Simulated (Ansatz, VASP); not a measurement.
MgO2 in VASP and in Ansatz

Contents of POSCAR:

```
MgO2
1.0
    1.7331418973      1.0006299410      3.2144605649
   -1.7331418973      1.0006299410      3.2144605649
    0.0000000000     -2.0012598819      3.2144605649
Mg O
1 2
Direct
    0.0000000000      0.0000000000      0.0000000000
    0.4287860000      0.4287860000      0.4287860000
    0.5712140000      0.5712140000      0.5712140000
```

INCAR.step1

```
PREC     = Accurate       # precision mode
ENCUT    = 520            # plane-wave cutoff, eV
ISMEAR   = 0              # smearing method
SIGMA    = 0.05           # smearing width, eV
LREAL    = False          # projectors in reciprocal space
LASPH    = True           # aspherical terms in the spheres
NELM     = 60             # most SCF steps
NBANDS   = 14             # bands
GGA      = PE             # functional
ALGO     = Normal         # electronic algorithm
EDIFF    = 1E-4           # SCF threshold, eV
LWAVE    = True           # write WAVECAR
LCHARG   = False          # write CHGCAR
```

The input INCAR.step2:

```
PREC     = Accurate       # precision mode
ENCUT    = 520            # plane-wave cutoff, eV
EDIFF    = 1E-6           # SCF threshold, eV
ISMEAR   = 0              # smearing method
SIGMA    = 0.05           # smearing width, eV
LREAL    = False          # projectors in reciprocal space
LASPH    = True           # aspherical terms in the spheres
NELM     = 60             # most SCF steps
ALGO     = Normal         # electronic algorithm
ISIF     = 2              # what is computed and relaxed
LWAVE    = False          # write WAVECAR
LCHARG   = False          # write CHGCAR
METAGGA  = R2SCAN         # meta-GGA
LMIXTAU  = True         
NBANDS   = 14             # bands
ISTART   = 1
```

File KPOINTS:

```
regular mesh
0
Gamma
  12 12 12
```

Input for Ansatz:

```yaml
crystal:
  lattice:
    - [1.7331418973, 1.000629941, 3.2144605649]
    - [-1.7331418973, 1.000629941, 3.2144605649]
    - [0.0, -2.0012598819, 3.2144605649]
  atoms:
    - { symbol: Mg, position: [0.0, 0.0, 0.0] }
    - { symbol: O, position: [0.428786, 0.428786, 0.428786] }
    - { symbol: O, position: [0.571214, 0.571214, 0.571214] }
basis:
  ecutwfc: 500
kpoints:
  mp_grid: { grid: [12, 12, 12] }
hamiltonian:
  xc: r2scan
scf:
  occupations: { method: gaussian, width: 0.05 }
output:
  forces: true
  stress: true
  eigenvalues: true
```

Change from the starting cell: strain +0.080 along x and y, -0.080 along z, atoms carried along.

Alike in both runs: task single point; functional r2SCAN; k mesh 12 × 12 × 12; occupations gaussian, width 0.05 eV; no spin polarisation.

|  | VASP | Ansatz |
| --- | --- | --- |
| version | VASP 6.6.1 | Ansatz 0.2.0 |
| potentials or method | VASP PAW PBE potentials, release 64 (Mg, O), cutoff 520 eV | scalar-relativistic, plane waves, PAW |
| valence electrons in the cell | 14 | 22 |

```csv
,VASP,Ansatz,Ansatz less VASP
gap on the k mesh at the Fermi level (eV),2.73,2.75,+0.019
least direct gap on the mesh (eV),3.13,3.15,+0.020
pressure (GPa),-2.0,-2.0,-0.03
"traceless stress, the component that is largest in VASP (GPa)",39.37,37.23,-2.138
rms of the force components (eV/Å),2.134,1.934,-0.2001
```

VASP's potentials were made for PBE, not for r2SCAN. Atom by atom the forces differ by 0.200 eV/Å (rms over components). With one functional, cell and mesh, what is left measures potentials, basis and numerics. VASP's potentials hold 14 valence electrons a cell and Ansatz's 22, so a difference there can come from the potentials and not from the codes.
